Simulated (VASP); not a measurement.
# C (Fd-3m) in VASP: notebook

Runs on C. Level: PBE. Tasks: relaxation of cell and atoms, single point.

Everything below comes from runs of VASP 6.6.1. Logs are shortened: lines on timing, memory, paths and dates and some standing lists are left out, and cuts for length are marked.

## (1) The cell of the first run

It takes space group Fd-3m (No. 227, cubic). The conventional cell has a = 3.567 Å, b = 3.567 Å, c = 3.567 Å, α = 90.00°, β = 90.00°, γ = 90.00°. C (site symmetry -43m) has 4 C at 1.54 Å within 2.1 Å.

## (2) Relaxation of cell and atoms, PBE

INCAR

```
PREC = Accurate
ENCUT = 600
EDIFF = 1E-6
ISMEAR = -1
SIGMA = 0.05
LREAL = False
LASPH = True
NELM = 60
ALGO = Normal
ISIF = 3
LWAVE = False
LCHARG = False
GGA = PE
IBRION = 2
NSW = 80
EDIFFG = -0.01
```

KPOINTS

```
Automatic mesh
0
Gamma
  8 8 8
```

POSCAR

```
C
1.0
    0.0000000000      1.7834000000      1.7834000000
    1.7834000000      0.0000000000      1.7834000000
    1.7834000000      1.7834000000      0.0000000000
C
2
Direct
    0.5000000000      0.5000000000      0.5000000000
    0.7500000000      0.7500000000      0.7500000000
```

Potentials or basis: VASP PAW PBE potentials, release 64 (C).

On the command line:

```
$ cat potpaw_PBE.64/C/POTCAR > POTCAR
$ mpirun -np 1 vasp_std > vasp.out
```

OUTCAR:

```text
PREC = Accurate
   ENCUT = 600
   EDIFF = 1E-6
   ISMEAR = -1
   LREAL = False
   LASPH = True
   NELM = 60
   ISIF = 3
   GGA = PE
   IBRION = 2
   NSW = 80
   EDIFFG = -0.01

 ion  position               nearest neighbor table
   1  0.500  0.500  0.500-   2 1.54   2 1.54   2 1.54   2 1.54
   2  0.750  0.750  0.750-   1 1.54   1 1.54   1 1.54   1 1.54

  LATTYP: Found a face centered cubic cell.
 ALAT       =     3.5668000000

  Lattice vectors:

 A1 = (   0.0000000000,   1.7834000000,   1.7834000000)
 A2 = (   1.7834000000,   0.0000000000,   1.7834000000)
 A3 = (   1.7834000000,   1.7834000000,   0.0000000000)

Analysis of symmetry for initial positions (statically):
=====================================================================
 Subroutine PRICEL returns:
 Original cell was already a primitive cell.

 Routine SETGRP: Setting up the symmetry group for a
 face centered cubic supercell.

 Subroutine GETGRP returns: Found 48 space group operations
 (whereof 24 operations were pure point group operations)
 out of a pool of 48 trial point group operations.

The static configuration has the point symmetry T_d .
 The point group associated with its full space group is O_h .

Analysis of symmetry for dynamics (positions and initial velocities):
=====================================================================
 Subroutine PRICEL returns:
 Original cell was already a primitive cell.

 Routine SETGRP: Setting up the symmetry group for a
 face centered cubic supercell.

 Subroutine GETGRP returns: Found 48 space group operations
 (whereof 24 operations were pure point group operations)
 out of a pool of 48 trial point group operations.

The dynamic configuration has the point symmetry T_d .
 The point group associated with its full space group is O_h .

 Subroutine INISYM returns: Found 48 space group operations
 (whereof 24 operations are pure point group operations),
 and found     1 'primitive' translations

----------------------------------------------------------------------------------------

                                     Primitive cell

  volume of cell :      11.3443

  direct lattice vectors                    reciprocal lattice vectors
     0.000000000  1.783400000  1.783400000    -0.280363351  0.280363351  0.280363351
     1.783400000  0.000000000  1.783400000     0.280363351 -0.280363351  0.280363351
     1.783400000  1.783400000  0.000000000     0.280363351  0.280363351 -0.280363351
[... 93 lines left out ...]
   TEBEG  =    0.0;   TEEND  =   0.0 temperature during run
   PSTRESS=    0.0 pullay stress
   NELECT =       8.0000    total number of electrons
   NUPDOWN=      -1.0000    fix difference up-down
   EMIN   =  10.00;   EMAX   =-10.00  energy-range for DOS
   EFERMI =   0.00;   METHOD = LEGACY
   ISMEAR =    -1;   SIGMA  =   0.05  broadening in eV -4-tet -1-fermi 0-gaus
   EFERMI_NEDOS =   21; number of points for ismear=-14 and -15
   IALGO  =     38    algorithm
   IMIX   =      4    mixing-type and parameters
     AMIX     =   0.40;   BMIX     =  1.00
     AMIX_MAG =   1.60;   BMIX_MAG =  1.00
  volume/ion in A,a.u.               =       5.67        38.28
  Fermi-wavevector in a.u.,A,eV,Ry     =   1.457178  2.753668 28.890189  2.123369
  Thomas-Fermi vector in A             =   2.574010
   LORBIT       =      0    0 simple, 1 ext, 2 COOP (PROOUT), +10 PAW based schemes
   GGA     = PE    functional components
   LHFCALC =     F    Hartree Fock is set to
   AEXX    =    0.0000 exact exchange contribution
   IVDW    =     0    specifies the selected vdW correction
   LEPSILON=     F    determine dielectric tensor
   LRPA    =     F    only Hartree local field effects (RPA)
 conjugate gradient relaxation of ions
 non-spin polarized calculation
  energy-cutoff  :      600.00
  volume of cell :       11.34
 maximum number of plane-waves:       391
   NGX =  9   NGY =  9   NGZ =  9

--------------------------------------- Ionic step        1  -------------------------------------------

 number of electron       7.9999999 magnetization

 Free energy of the ion-electron system (eV)
  ---------------------------------------------------
  ext. energy  EPLUGINS =         0.00000000
  ---------------------------------------------------
  free energy    TOTEN  =       -18.18921586 eV

  energy without entropy =      -18.18921586  energy(sigma->0) =      -18.18921586

------------------------ aborting loop because EDIFF is reached ----------------------------------------

  FORCE on cell =-STRESS in cart. coord.  units (eV):
  Direction    XX          YY          ZZ          XY          YZ          ZX
  --------------------------------------------------------------------------------------
  -------------------------------------------------------------------------------------
  Total        0.1249589      0.1249589      0.1249589      0.0000000      0.0000000      0.0000000
  in kB       17.6482456     17.6482456     17.6482456      0.0000000      0.0000000      0.0000000
  external PRESSURE =      17.6482456 kB  Pullay stress =       0.0000000 kB
[... 59 lines left out ...]
--------------------------------------- Ionic step        3  -------------------------------------------

 number of electron       7.9999999 magnetization

 Free energy of the ion-electron system (eV)
  ---------------------------------------------------
  ext. energy  EPLUGINS =         0.00000000
  ---------------------------------------------------
  free energy    TOTEN  =       -18.18946667 eV

  energy without entropy =      -18.18946667  energy(sigma->0) =      -18.18946667

 E-fermi :  10.6880     XC(G=0): -13.2299

 val. band max:        9.6695221987   @ k =   0.0000   0.0000   0.0000
 cond. band min:      13.7933626238   @ k =   0.3750   0.3750   0.0000
 fundamental gap:      4.1238404251
 Fermi energy:        10.6879963868

 k-point     1 :       0.0000    0.0000    0.0000
  band No.  band energies     occupation
      1     -11.7519      2.00000
      2       9.6695      2.00000
      3       9.6695      2.00000
      4       9.6695      2.00000
      5      15.2483      0.00000
      6      15.2483      0.00000
      7      15.2483      0.00000
      8      22.9068      0.00000
[... 243 lines left out ...]
 k-point    24 :      -0.3750    0.2500    0.1250
  band No.  band energies     occupation
      1      -4.9919      2.00000
      2      -2.6537      2.00000
      3       3.3753      2.00000
      4       5.0012      2.00000
      5      17.9556      0.00000
      6      19.0823      0.00000
      7      22.6655      0.00000
      8      24.4842      0.00000

 [... further k-points ...]
[... 5 lines left out ...]
  --------------------------------------------------------------------------------------
  -------------------------------------------------------------------------------------
  Total       -0.0000010     -0.0000010     -0.0000010     -0.0000000     -0.0000000      0.0000000
  in kB       -0.0001434     -0.0001434     -0.0001434     -0.0000000     -0.0000000      0.0000000
  external PRESSURE =      -0.0001434 kB  Pullay stress =       0.0000000 kB
[... 17 lines left out ...]
  FREE ENERGIE OF THE ION-ELECTRON SYSTEM (eV)
  ---------------------------------------------------
  free  energy   TOTEN  =       -18.1894666717 eV

  energy  without entropy=      -18.1894666717  energy(sigma->0) =      -18.18946667

 reached required accuracy - stopping structural energy minimisation
```

It took 5.4 s on 1 thread of Intel Xeon Platinum 8259CL at 2.50GHz (Skylake/Cascade Lake), shared host; peak memory 0.11 GiB.

Results:

```
Free energy                            : -18.1895 eV
Relaxed volume                         : 5.70 Å³/atom
Relaxed cell                           : a = 2.526 Å, b = 2.526 Å, c = 2.526 Å, α = 60.00°, β = 60.00°, γ = 60.00°
Space group after relaxing (to 0.05 Å) : Fd-3m (No. 227)
Energy gained by relaxing              : 0.1 meV/atom
Ionic steps                            : 3
Pressure after relaxing                : 0.0 GPa
Band gap on the k mesh                 : 4.12 eV, indirect (least direct gap 5.58 eV)
```

The path:
```csv
step,energy change (eV),largest force (eV/Å),pressure (GPa),volume (Å³)
1,0.0000,0.0000,1.76,11.34
2,0.0001,0.0000,-2.14,11.45
3,-0.0003,0.0000,0.00,11.39
```

Final structure:
```yaml
crystal:
  lattice:
    - [0.00000, 1.78582, 1.78582]
    - [1.78582, 0.00000, 1.78582]
    - [1.78582, 1.78582, 0.00000]
  atoms:
    - { symbol: C, position: [0.50000, 0.50000, 0.50000] }
    - { symbol: C, position: [0.75000, 0.75000, 0.75000] }
```

## (3) Single point, PBE, non-collinear spin, zero start, spin-orbit coupling

This run uses another cell than the first one, of 5.70 Å³/atom, 1.004 times its volume.

INCAR

```
SYSTEM = C
PREC = Accurate
ENCUT = 600
EDIFF = 1E-6
ISMEAR = -1
SIGMA = 0.05
LREAL = .False.
LASPH = .True.
NELM = 200
ALGO = Normal
ISIF = 2
LWAVE = .False.
LCHARG = .False.
MAGMOM = 0 0 0 0 0 0
LORBIT = 11
LSORBIT = .True.
GGA_COMPAT = .False.
LORBMOM = .True.
GGA = PE
NBANDS = 20
```

KPOINTS

```
Automatic mesh
0
Gamma
  11 11 11
  0 0 0
```

POSCAR

```
C
1.0
    0.0000000000      1.7858176506      1.7858176506
    1.7858176506      0.0000000000      1.7858176506
    1.7858176506      1.7858176506      0.0000000000
C
2
Direct
    0.5000000000      0.5000000000      0.5000000000
    0.7500000000      0.7500000000      0.7500000000
```

Potentials or basis: VASP PAW PBE potentials, release 64 (C).

On the command line:

```
$ cat potpaw_PBE.64/C/POTCAR > POTCAR
$ mpirun -np 1 vasp_ncl > vasp.out
```

Run time: 22 s. Hardware: 1 thread of Intel Xeon 6975P-C, shared host; peak memory 0.16 GiB.

Results (log left out):

| Quantity | Value |
| --- | --- |
| Free energy | -18.1906 eV |
| Pressure | 0.0 GPa |
| Net moment | 0.00 μB per cell |
| Valence electrons inside the program's atomic spheres | C 2.57 |

Moments on the atoms (μB; x, y, z):
```
C   0.00 0.00 0.00
C   0.00 0.00 0.00
```
